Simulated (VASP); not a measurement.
A run of VASP 6.6.1 is set up as follows.

INCAR

```
SYSTEM = La36HO54
  PREC = Accurate
  ENCUT = 520
  EDIFF = 1E-7
  ISMEAR = -1
  SIGMA = 0.01
  LREAL = Auto
  LASPH = .TRUE.
  NELM = 60
  ALGO = Normal
  ISIF = 2
  LWAVE = .FALSE.
  LCHARG = .FALSE.
  GGA = PE
  NBANDS = 412
  NELECT = 720.0
```

Contents of KPOINTS:

```
Automatic mesh
0
G
  1 1 1
  0 0 0
```

The input POSCAR:

```
La36HO54
1.0
   11.8217180600     -0.0000000900      0.0000000000
   -5.9108589500     10.2379082000      0.0000000000
    0.0000000000      0.0000000000     12.3757188400
La O H
36 54 1
Direct
    0.2220779912      0.1091821687      0.3752967452
    0.1129650515      0.2219824564      0.1234175582
    0.2220499160      0.1092498583      0.8757909048
    0.1108919700      0.2211207569      0.6227536436
    0.2184254711      0.4404150664      0.3761233638
    0.1108970020      0.5535432531      0.1241535962
    0.2227160085      0.4405697855      0.8779460119
    0.1115340190      0.5538906874      0.6260100201
    0.2183634131      0.7742965521      0.3761139906
    0.1130028680      0.8873212997      0.1233950948
    0.2226348139      0.7783567565      0.8779310633
    0.1108955466      0.8861239848      0.6227931565
    0.5552542768      0.1081752276      0.3763780561
    0.4450134334      0.2205906711      0.1244103894
    0.5543188475      0.1105064656      0.8774942402
    0.4418559592      0.2190604756      0.6228771112
    0.5551990442      0.4432957359      0.3763493709
    0.4493765568      0.5609044278      0.1276877748
    0.5542314386      0.4400525930      0.8775345611
    0.4431305889      0.5485322715      0.6267781371
    0.5361442731      0.7663956245      0.3974777598
    0.4492406426      0.8848590809      0.1275735996
    0.5535263800      0.7748516489      0.8735356822
    0.4430083582      0.8908038499      0.6268488401
    0.8894141341      0.1116019071      0.3757145795
    0.7779774245      0.2188113066      0.1236373434
    0.8898803847      0.1130350124      0.8717679465
    0.7763948186      0.2211845453      0.6232560791
    0.8875289518      0.4419129369      0.3754093851
    0.7779130837      0.5553604270      0.1236399291
    0.8899977354      0.4432133002      0.8771051719
    0.7762790854      0.5515933489      0.6232546246
    0.8895222094      0.7740566652      0.3756743394
    0.7891802227      0.8928024058      0.0991071319
    0.8898724556      0.7731272761      0.8718489923
    0.7775500197      0.8868269663      0.6239096977
    0.2228855295      0.1095931901      0.1775828159
    0.1101001836      0.2195539329      0.3222745322
    0.0009820497     -0.0011838356     -0.0004108852
    0.2189514854      0.1076394707      0.6750071740
    0.1112450625      0.2209725821      0.8211358978
   -0.0116706837     -0.0077989565      0.4940611595
    0.2240386807      0.4442782580      0.1766824237
    0.1090068185      0.5526230456      0.3211115291
    0.0006899355      0.3302691267     -0.0006825462
    0.2207081533      0.4419174241      0.6777147339
    0.1138873402      0.5550408247      0.8265502095
   -0.0014894533      0.3288344586      0.4967316307
    0.2238852151      0.7759396612      0.1765817427
    0.1101147688      0.8868757985      0.3221313486
    0.0006157527      0.6665273674     -0.0008609601
    0.2206125875      0.7750594032      0.6778602608
    0.1112975952      0.8866738041      0.8213444513
   -0.0015006339      0.6661803238      0.4965453789
    0.5551337390      0.1074359164      0.1776898804
    0.4445924348      0.2204316542      0.3239993613
    0.3322392103     -0.0013224352     -0.0018945970
    0.5552060161      0.1107373721      0.6778606648
    0.4424303419      0.2193063266      0.8214375368
    0.3312494805     -0.0025268805      0.5019067644
    0.5550367055      0.4439534875      0.1776188542
    0.4419640628      0.5540735401      0.3266246634
    0.3319453245      0.3295894986     -0.0021846812
    0.5551429838      0.4406398223      0.6779421146
    0.4441244526      0.5523100940      0.8222039569
    0.3313556622      0.3300613723      0.5018494748
    0.5734702059      0.7849510754      0.1889796488
    0.4417958511      0.8841743707      0.3264506937
    0.3486274184      0.6724122640      0.0060611429
    0.5527176761      0.7745173032      0.6728046352
    0.4441215182      0.8880780978      0.8223304142
    0.3285809606      0.6625814470      0.4973663413
    0.8888877140      0.1063346202      0.1759943829
    0.7775826368      0.2196749596      0.3215816432
    0.6676364523     -0.0044179865      0.0002872560
    0.8880534419      0.1097402964      0.6759680070
    0.7770606133      0.2214198473      0.8227528543
    0.6638083087     -0.0022728217      0.5006305557
    0.8880518227      0.4421948304      0.1751666330
    0.7774861469      0.5541353721      0.3215231415
    0.6625223680      0.3293635764     -0.0005952786
    0.8909355451      0.4436931834      0.6777400253
    0.7769433167      0.5519385366      0.8228129721
    0.6691536508      0.3326791952      0.5000078848
    0.8889219286      0.7787872214      0.1757851829
    0.7662274463      0.8811719047      0.3215350196
    0.6673092557      0.6683067406      0.0002298856
    0.8881636224      0.7746226011      0.6761845601
    0.7783571387      0.8873093890      0.8241278048
    0.6640982360      0.6623441945      0.5010428146
    0.6920250769      0.8441333809      0.2661861539
```

Potentials or basis: VASP PAW PBE potentials, release 64 (La, O, H).

The run is started by

```bash
$ cat potpaw_PBE.64/La/POTCAR potpaw_PBE.64/O/POTCAR potpaw_PBE.64/H/POTCAR > POTCAR
$ mpirun -np 1 vasp_gam > vasp.out
```

**Question.** Predict the largest force.

**Answer.** 0.107 eV/Å.

Forces on the atoms (eV/Å):
```
La   0.000  0.001 -0.018
La   0.003 -0.002  0.014
La   0.001  0.001 -0.009
La  -0.001  0.000  0.012
La   0.001 -0.003 -0.013
La  -0.001  0.002  0.015
La  -0.002 -0.003 -0.015
La   0.001  0.001  0.015
La  -0.003  0.001 -0.015
La   0.000  0.002  0.011
La  -0.002  0.002 -0.010
La   0.001  0.000  0.016
La   0.000  0.002 -0.015
La  -0.001  0.000  0.010
La  -0.003  0.002 -0.012
La   0.001 -0.001  0.016
La   0.001  0.001 -0.014
La   0.003 -0.003  0.015
La   0.000 -0.004 -0.013
La  -0.001 -0.003  0.013
La  -0.002 -0.004 -0.006
La  -0.001  0.004  0.016
La  -0.003  0.001 -0.014
La  -0.001  0.001  0.014
La   0.001 -0.005 -0.010
La  -0.003 -0.002  0.015
La   0.001  0.004 -0.017
La  -0.001 -0.002  0.013
La  -0.002 -0.001 -0.015
La  -0.003  0.001  0.013
La   0.001  0.000 -0.014
La   0.000  0.000  0.014
La  -0.008  0.004 -0.011
La   0.011  0.002 -0.002
La   0.006  0.000 -0.015
La   0.000  0.003  0.007
O   -0.001 -0.001  0.000
O    0.003  0.000  0.004
O   -0.002 -0.003  0.000
O   -0.001  0.001 -0.003
O   -0.003 -0.001  0.005
O    0.003 -0.002  0.001
O    0.002  0.000 -0.010
O   -0.001  0.000  0.004
O   -0.002 -0.001  0.001
O   -0.002 -0.003 -0.003
O   -0.004  0.003  0.004
O    0.001  0.003  0.003
O    0.004  0.000 -0.005
O    0.005  0.001  0.002
O   -0.001  0.000 -0.004
O   -0.001 -0.004 -0.007
O   -0.003 -0.004  0.004
O    0.002 -0.001  0.001
O    0.002 -0.003 -0.006
O   -0.001 -0.004  0.007
O   -0.002  0.000 -0.001
O    0.000 -0.001 -0.001
O    0.000  0.000  0.003
O    0.000  0.001  0.002
O   -0.002  0.001 -0.001
O   -0.002  0.003  0.000
O    0.000  0.003  0.004
O    0.000  0.002 -0.008
O    0.002  0.002  0.009
O   -0.001  0.000  0.002
O   -0.003  0.000 -0.004
O   -0.001  0.002 -0.002
O    0.001  0.000  0.001
O    0.002  0.005  0.001
O    0.003  0.001  0.001
O    0.004  0.002  0.003
O    0.002 -0.002 -0.001
O    0.000  0.000  0.002
O   -0.002 -0.001 -0.003
O   -0.001  0.000 -0.004
O    0.001  0.000  0.005
O   -0.003 -0.002  0.002
O    0.003  0.000 -0.009
O    0.002  0.000  0.000
O    0.000 -0.002  0.002
O    0.005  0.001 -0.005
O    0.003 -0.001  0.007
O    0.004  0.004  0.002
O   -0.002  0.002 -0.008
O    0.067  0.040  0.073
O    0.000  0.002  0.001
O    0.000 -0.002 -0.003
O   -0.003 -0.003  0.010
O   -0.003 -0.003  0.000
H   -0.065 -0.039 -0.063
```

Caveat: the k points lie up to 0.61 Å⁻¹ apart; the cell carries a net charge on a neutralising background, which shifts energy and pressure.
